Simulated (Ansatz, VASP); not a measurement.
# One calculation of InAs, two programs

```xyz
2
Lattice="0.0000 3.2659 2.9030 3.2659 0.0000 2.9030 3.2659 3.2659 0.0000" Properties=species:S:1:pos:R:3 pbc="T T T"
In    0.0000    0.0000    0.0000
As    4.8989    4.8989    4.3546
```

Change from the starting cell: strain +0.080 along x and y, -0.040 along z, atoms carried along.

Alike in both runs: task single point; functional PBE; k mesh 14 × 14 × 14; occupations gaussian, width 0.15 eV; no spin polarisation.

|  | VASP | Ansatz |
| --- | --- | --- |
| version | VASP 6.6.1 | Ansatz 0.2.0 |
| potentials or method | VASP PAW PBE potentials, release 64 (In_d, As), cutoff 520 eV | scalar-relativistic, plane waves, PAW |
| valence electrons in the cell | 18 | 28 |

|  | VASP | Ansatz | Ansatz less VASP |
| --- | --- | --- | --- |
| gap on the k mesh at the Fermi level (eV) | 0.16 | 0.16 | 0.000 |
| least direct gap on the mesh (eV) | 0.41 | 0.41 | -0.001 |
| pressure (GPa) | -2.1 | -2.1 | -0.03 |
| traceless stress, the component that is largest in VASP (GPa) | 2.13 | 2.13 | +0.003 |

VASP's potentials hold 18 valence electrons a cell and Ansatz's 28, so a difference there can come from the potentials and not from the codes.
